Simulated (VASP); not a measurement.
# Rh (Fm-3m) in VASP: single point with PBE

Aim: the single point of Rh with PBE.

Program: VASP 6.6.1. These are calculated values, not measurements. Logs are shortened: lines on timing, memory, paths and dates and some standing lists are left out, and cuts for length are marked.

**1. The cell of the first run**

The structure is cubic, space group Fm-3m (No. 225). The conventional cell has a = 3.796 Å, b = 3.796 Å, c = 3.796 Å, α = 90.00°, β = 90.00°, γ = 90.00°. Within 3.5 Å of Rh (site symmetry m-3m) lie 12 Rh at 2.68 Å.

**2. Single point, PBE**

INCAR reads:

```
SYSTEM = Rh
  PREC = Accurate
  ENCUT = 500
  EDIFF = 1E-6
  ISMEAR = 1
  SIGMA = 0.1
  LREAL = .False.
  LASPH = .True.
  NELM = 120
  ALGO = Normal
  ISIF = 2
  LWAVE = .False.
  LCHARG = .False.
  GGA = PE
  NBANDS = 14
  GGA_COMPAT = .False.
```

KPOINTS reads:

```
regular mesh
0
Gamma
  12 12 12
  0 0 0
```

POSCAR reads:

```
Rh
1.0
    0.0000000000      1.8978500000      1.8978500000
    1.8978500000      0.0000000000      1.8978500000
    1.8978500000      1.8978500000      0.0000000000
Rh
1
Direct
    0.0000000000      0.0000000000      0.0000000000
```

Potentials or basis: VASP PAW PBE potentials, release 64 (Rh_pv).

Launch:

```console
$ cat potpaw_PBE.64/Rh_pv/POTCAR > POTCAR
$ mpirun -np 1 vasp_std > vasp.out
```

OUTCAR:

```text
SYSTEM = Rh
   PREC = Accurate
   ENCUT = 500
   EDIFF = 1E-6
   ISMEAR = 1
   LREAL = .False.
   LASPH = .True.
   NELM = 120
   ISIF = 2
   GGA = PE

 ion  position               nearest neighbor table
   1  0.000  0.000  0.000-

  LATTYP: Found a face centered cubic cell.
 ALAT       =     3.7957000000

  Lattice vectors:

 A1 = (   0.0000000000,   1.8978500000,   1.8978500000)
 A2 = (   1.8978500000,   0.0000000000,   1.8978500000)
 A3 = (   1.8978500000,   1.8978500000,   0.0000000000)

Analysis of symmetry for initial positions (statically):
=====================================================================
 Subroutine PRICEL returns:
 Original cell was already a primitive cell.

 Routine SETGRP: Setting up the symmetry group for a
 face centered cubic supercell.

 Subroutine GETGRP returns: Found 48 space group operations
 (whereof 48 operations were pure point group operations)
 out of a pool of 48 trial point group operations.

The static configuration has the point symmetry O_h .

Analysis of symmetry for dynamics (positions and initial velocities):
=====================================================================
 Subroutine PRICEL returns:
 Original cell was already a primitive cell.

 Routine SETGRP: Setting up the symmetry group for a
 face centered cubic supercell.

 Subroutine GETGRP returns: Found 48 space group operations
 (whereof 48 operations were pure point group operations)
 out of a pool of 48 trial point group operations.

The dynamic configuration has the point symmetry O_h .

 Subroutine INISYM returns: Found 48 space group operations
 (whereof 48 operations are pure point group operations),
 and found     1 'primitive' translations

----------------------------------------------------------------------------------------

                                     Primitive cell

  volume of cell :      13.6715

  direct lattice vectors                    reciprocal lattice vectors
     0.000000000  1.897850000  1.897850000    -0.263456016  0.263456016  0.263456016
     1.897850000  0.000000000  1.897850000     0.263456016 -0.263456016  0.263456016
     1.897850000  1.897850000  0.000000000     0.263456016  0.263456016 -0.263456016

  length of vectors
     2.683965209  2.683965209  2.683965209     0.456319205  0.456319205  0.456319205

  position of ions in fractional coordinates (direct lattice)
     0.000000000  0.000000000  0.000000000

  ion indices of the primitive-cell ions
   primitive index   ion index
                 1           1

----------------------------------------------------------------------------------------

 KPOINTS: regular mesh

Automatic generation of k-mesh.
 Grid dimensions read from file:
 generate k-points for:   12   12   12

 Generating k-lattice:

  Cartesian coordinates                     Fractional coordinates (reciprocal lattice)
    -0.021954668  0.021954668  0.021954668     0.083333333  0.000000000  0.000000000
     0.021954668 -0.021954668  0.021954668     0.000000000  0.083333333  0.000000000
     0.021954668  0.021954668 -0.021954668     0.000000000  0.000000000  0.083333333

  Length of vectors
     0.038026600  0.038026600  0.038026600

  Shift w.r.t. Gamma in fractional coordinates (k-lattice)
     0.000000000  0.000000000  0.000000000

 Subroutine IBZKPT returns following result:
 ===========================================

 Found     72 irreducible k-points:

 Following reciprocal coordinates:
            Coordinates               Weight
  0.000000  0.000000  0.000000      1.000000
  0.083333  0.000000  0.000000      8.000000
  0.166667  0.000000  0.000000      8.000000
  0.250000  0.000000  0.000000      8.000000
  0.333333  0.000000  0.000000      8.000000
  0.416667  0.000000  0.000000      8.000000
[... 16 lines left out ...]
  0.500000  0.166667  0.000000     24.000000
 -0.416667  0.166667  0.000000     24.000000
 [... further k-points ...]
   k-points           NKPTS =     72   k-points in BZ     NKDIM =     72   number of bands    NBANDS=     14
   number of dos      NEDOS =    301   number of ions     NIONS =      1
   total plane-waves  NPLWV =   8000
   dimension x,y,z NGX =    20 NGY =   20 NGZ =   20
   dimension x,y,z NGXF=    40 NGYF=   40 NGZF=   40
   ions per type =               1
   NGX,Y,Z   is equivalent  to a cutoff of  12.39, 12.39, 12.39 a.u.
   NGXF,Y,Z  is equivalent  to a cutoff of  24.78, 24.78, 24.78 a.u.
 SYSTEM =  Rh
   PREC   = accura    normal or accurate (medium, high low for compatibility)
   ISTART =      0    job   : 0-new  1-cont  2-samecut
   ICHARG =      2    charge: 1-file 2-atom 10-const
   ISPIN  =      1    spin polarized calculation?
   LNONCOLLINEAR =      F non collinear calculations
   LSORBIT =      F    spin-orbit coupling
   LASPH  =      T    aspherical Exc in radial PAW
   ENCUT  =  500.0 eV  36.75 Ry    6.06 a.u.   4.89  4.89  4.89*2*pi/ulx,y,z
   NELM   =    120;   NELMIN=  2; NELMDL= -5     # of ELM steps
   EDIFF  = 0.1E-05   stopping-criterion for ELM
   LREAL  =      F    real-space projection
   EDIFFG = 0.1E-04   stopping-criterion for IOM
   NSW    =      0    number of steps for IOM
   IBRION =     -1    ionic relax: 0-MD 1-quasi-New 2-CG
   NFREE  =      0    steps in history (QN), initial steepest desc. (CG)
   ISIF   =      2    stress and relaxation
   ISYM   =      2    0-nonsym 1-usesym 2-fastsym
   POTIM  = 0.5000    time-step for ionic-motion
   TEBEG  =    0.0;   TEEND  =   0.0 temperature during run
   PSTRESS=    0.0 pullay stress
   NELECT =      15.0000    total number of electrons
   NUPDOWN=      -1.0000    fix difference up-down
   EMIN   =  10.00;   EMAX   =-10.00  energy-range for DOS
   EFERMI =   0.00;   METHOD = LEGACY
   ISMEAR =     1;   SIGMA  =   0.10  broadening in eV -4-tet -1-fermi 0-gaus
   EFERMI_NEDOS =   21; number of points for ismear=-14 and -15
   IALGO  =     38    algorithm
   IMIX   =      4    mixing-type and parameters
     AMIX     =   0.40;   BMIX     =  1.00
     AMIX_MAG =   1.60;   BMIX_MAG =  1.00
  volume/ion in A,a.u.               =      13.67        92.26
  Fermi-wavevector in a.u.,A,eV,Ry     =   1.688496  3.190795 38.790465  2.851019
  Thomas-Fermi vector in A             =   2.770792
   LORBIT       =      0    0 simple, 1 ext, 2 COOP (PROOUT), +10 PAW based schemes
   GGA     = PE    functional components
   LHFCALC =     F    Hartree Fock is set to
   AEXX    =    0.0000 exact exchange contribution
   IVDW    =     0    specifies the selected vdW correction
   LEPSILON=     F    determine dielectric tensor
   LRPA    =     F    only Hartree local field effects (RPA)
 non-spin polarized calculation
 Methfessel and Paxton  Order N= 1 SIGMA  =   0.10
  energy-cutoff  :      500.00
  volume of cell :       13.67
 maximum number of plane-waves:       360
   NGX =  9   NGY =  9   NGZ =  9

 number of electron      15.0000007 magnetization

 Free energy of the ion-electron system (eV)
  ---------------------------------------------------
  ext. energy  EPLUGINS =         0.00000000
  ---------------------------------------------------
  free energy    TOTEN  =        -7.25279559 eV

  energy without entropy =       -7.25302632  energy(sigma->0) =       -7.25287250

 E-fermi :  12.0416     XC(G=0): -14.0714

 val. band max:       11.9301640378   @ k =  -0.3333   0.3333   0.0000
 cond. band min:      12.0433203525   @ k =   0.3333   0.1667   0.0000
 fundamental gap:      0.1131563147
 Fermi energy:        12.0415627837

 k-point     1 :       0.0000    0.0000    0.0000
  band No.  band energies     occupation
      1     -34.4052      2.00000
      2     -34.4052      2.00000
      3     -34.4052      2.00000
      4       4.0067      2.00000
      5       8.8896      2.00000
      6       8.8896      2.00000
      7       8.8896      2.00000
      8      10.9910      2.00000
      9      10.9910      2.00000
     10      28.0019      0.00000
     11      32.4761      0.00000
     12      33.4931      0.00000
     13      33.4931      0.00000
     14      33.4931      0.00000

 k-point     2 :       0.0833    0.0000    0.0000
  band No.  band energies     occupation
      1     -34.4569      2.00000
      2     -34.4122      2.00000
      3     -34.4122      2.00000
      4       4.2851      2.00000
      5       8.7702      2.00000
      6       8.9961      2.00000
      7       8.9961      2.00000
      8      10.9337      2.00000
      9      10.9337      2.00000
     10      28.4000      0.00000
     11      32.0993      0.00000
     12      32.4793      0.00000
     13      33.9023      0.00000
     14      33.9023      0.00000

 k-point     3 :       0.1667    0.0000    0.0000
  band No.  band energies     occupation
      1     -34.5967      2.00000
      2     -34.4311      2.00000
      3     -34.4311      2.00000
      4       5.0243      2.00000
      5       8.5591      2.00000
      6       9.2116      2.00000
      7       9.2116      2.00000
      8      10.8855      2.00000
      9      10.8855      2.00000
     10      29.2289      0.00000
     11      29.7514      0.00000
     12      32.4771      0.00000
     13      35.0372      0.00000
     14      35.0372      0.00000

 k-point     4 :       0.2500    0.0000    0.0000
  band No.  band energies     occupation
      1     -34.7846      2.00000
      2     -34.4570      2.00000
      3     -34.4570      2.00000
      4       5.7976      2.00000
      5       8.7711      2.00000
      6       9.2525      2.00000
      7       9.2525      2.00000
      8      11.1551      2.00000
      9      11.1551      2.00000
     10      27.1531      0.00000
     11      29.5983      0.00000
     12      32.4763      0.00000
     13      36.5000      0.00000
     14      36.5000      0.00000

 k-point     5 :       0.3333    0.0000    0.0000
  band No.  band energies     occupation
      1     -34.9691      2.00000
      2     -34.4827      2.00000
      3     -34.4827      2.00000
      4       6.0058      2.00000
      5       9.0727      2.00000
      6       9.0727      2.00000
      7      10.0087      2.00000
      8      11.7528      2.00035
      9      11.7528      2.00035
     10      24.4836      0.00000
     11      28.7252      0.00000
[... 276 lines left out ...]
 k-point    22 :       0.4167    0.1667    0.0000
  band No.  band energies     occupation
      1     -34.9965      2.00000
      2     -34.5794      2.00000
      3     -34.5507      2.00000
      4       6.5538      2.00000
      5       8.2718      2.00000
      6       9.0453      2.00000
      7       9.7708      2.00000
      8      12.5070     -0.00000
      9      13.6330     -0.00000
     10      23.8119      0.00000
     11      29.1484      0.00000
     12      31.3545      0.00000
     13      32.4710      0.00000
     14      33.1425      0.00000

 k-point    23 :       0.5000    0.1667    0.0000
  band No.  band energies     occupation
      1     -35.0755      2.00000
      2     -34.6193      2.00000
      3     -34.5513      2.00000
      4       6.5037      2.00000
      5       8.2075      2.00000
      6       9.5790      2.00000
      7       9.6808      2.00000
      8      12.6234     -0.00000
      9      15.5693      0.00000
     10      21.2071      0.00000
     11      28.4030      0.00000
     12      31.5187      0.00000
     13      31.8624      0.00000
     14      32.4825      0.00000

 k-point    24 :      -0.4167    0.1667    0.0000
  band No.  band energies     occupation
      1     -35.0820      2.00000
      2     -34.6439      2.00000
      3     -34.5359      2.00000
      4       6.5715      2.00000
      5       8.2214      2.00000
      6       9.4877      2.00000
      7       9.9231      2.00000
      8      12.2518     -0.01131
      9      16.1446      0.00000
     10      20.7939      0.00000
     11      28.0743      0.00000
     12      30.9580      0.00000
     13      32.4790      0.00000
     14      32.6425      0.00000

 [... further k-points ...]
[... 5 lines left out ...]
  --------------------------------------------------------------------------------------
  -------------------------------------------------------------------------------------
  Total        0.6334169      0.6334169      0.6334169      0.0000000      0.0000000      0.0000000
  in kB       74.2308727     74.2308727     74.2308727      0.0000000      0.0000000      0.0000000
  external PRESSURE =      74.2308727 kB  Pullay stress =       0.0000000 kB

 VOLUME and BASIS-vectors are now :
 -----------------------------------------------------------------------------
  energy-cutoff  :      500.00
  volume of cell :       13.67
      direct lattice vectors                 reciprocal lattice vectors
     0.000000000  1.897850000  1.897850000    -0.263456016  0.263456016  0.263456016
     1.897850000  0.000000000  1.897850000     0.263456016 -0.263456016  0.263456016
     1.897850000  1.897850000  0.000000000     0.263456016  0.263456016 -0.263456016

 POSITION                                       TOTAL-FORCE (eV/Angst)
 -----------------------------------------------------------------------------------
      0.00000      0.00000      0.00000        -0.000000      0.000000     -0.000000
 -----------------------------------------------------------------------------------
    total drift:                                0.000000     -0.000000      0.000000

  FREE ENERGIE OF THE ION-ELECTRON SYSTEM (eV)
  ---------------------------------------------------
  free  energy   TOTEN  =        -7.2527955854 eV

  energy  without entropy=       -7.2530263189  energy(sigma->0) =       -7.25287250
```

Wall time 8.4 s (1 thread of Intel Xeon 6975P-C (Granite Rapids), shared host); peak memory 0.13 GiB.

Results:

- Free energy: -7.2528 eV
- Pressure: 7.4 GPa

Levels at points of the mesh, in eV from the Fermi level:
```csv
k point,band 3,band 4,band 5,band 6,band 7,band 8,band 9,band 10,band 11,band 12
"(0.00, 0.00, 0.00)",-46.45,-8.03,-3.15,-3.15,-3.15,-1.05,-1.05,15.96,20.43,21.45
"(0.50, 0.00, 0.00)",-46.55,-6.21,-3.23,-3.23,0.52,0.52,0.69,8.66,15.47,20.44
"(0.50, 0.50, 0.00)",-46.72,-6.41,-6.04,0.49,0.94,0.94,3.24,12.30,13.32,13.32
```
